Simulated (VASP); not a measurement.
Runs of VASP 6.6.1 on MgI2. The structure is that of space group P-3m1 (No. 164), or close to it. The cells are those of the table. 

| task | level | cell | k mesh | cutoff (eV) | smearing | dipole correction | tolerance level | purpose | route | gap on the mesh (eV) | pressure (GPa) | largest force (eV/Å) |
| --- | --- | --- | --- | --- | --- | --- | --- | --- | --- | --- | --- | --- |
| single point | PBEsol | a = 4.194, b = 4.194, c = 6.971 Å, angles 90.0, 90.0, 120.0°, 3 atoms | 8 × 8 × 4 | 520 | fermi-dirac 0.05 eV | no | - | - | - | 3.36 | -1.8 | 0.46 |
| single point | PBEsol | a = 4.112, b = 4.112, c = 6.834 Å, angles 90.0, 90.0, 120.0°, 3 atoms | 8 × 8 × 4 | 520 | fermi-dirac 0.05 eV | no | - | - | - | 3.44 | -0.3 | 0.21 |
| single point | PBE | a = 4.112, b = 4.112, c = 6.834 Å, angles 90.0, 90.0, 120.0°, 3 atoms | 8 × 8 × 4 | 520 | fermi-dirac 0.05 eV | no | - | - | - | (a) | 1.2 | 0.17 |
| single point | PBE | a = 4.167, b = 4.167, c = 6.926 Å, angles 90.0, 90.0, 120.0°, 3 atoms | 8 × 8 × 4 | 520 | fermi-dirac 0.05 eV | no | - | - | - | 3.45 | 0.0 | 0.34 |
| single point | PBEsol | a = 4.084, b = 4.084, c = 6.787 Å, angles 90.0, 90.0, 120.0°, 3 atoms | 8 × 8 × 4 | 520 | fermi-dirac 0.05 eV | no | - | - | - | 3.45 | 0.4 | 0.12 |
| single point | PBE | a = 4.194, b = 4.194, c = 6.971 Å, angles 90.0, 90.0, 120.0°, 3 atoms | 8 × 8 × 4 | 520 | fermi-dirac 0.05 eV | no | - | - | - | 3.42 | -0.5 | 0.41 |
| band structure | TB-mBJ | a = 4.140, b = 4.140, c = 6.880 Å, angles 90.0, 90.0, 120.0°, 3 atoms | 8 × 8 × 4 | 500 | gaussian 0.03 eV | - | standard | bands | KPOINTS_OPT | 4.44 | - | - |
| band structure | TB-mBJ | a = 4.140, b = 4.140, c = 6.880 Å, angles 90.0, 90.0, 120.0°, 3 atoms | 5 × 5 × 3 | 230 | gaussian 0.03 eV | - | standard | bands | KPOINTS_OPT | (b) | - | - |

Alike in all rows: potentials or basis VASP PAW PBE potentials, release 64 (I, Mg); no spin polarisation.

**Question.** Estimate the missing entries.

**Answer.** (a) 3.50; (b) 4.47.

Caveats: spin-orbit coupling is left out, which moves the levels of the heavy elements; this functional lacks dispersion, which binds the layers, so the pressure and a relaxed spacing across them are unreliable (at least some runs); the PAW data sets were made with another functional, which shifts forces and pressure a little (at least some runs); the cutoff is under 1.25 times the usual one of these potentials, so pressure, stress and relaxed cells hold a basis-set (Pulay) error (at least some runs).

A k mesh can miss the band edges, and the runs leave out spin-orbit coupling on I.
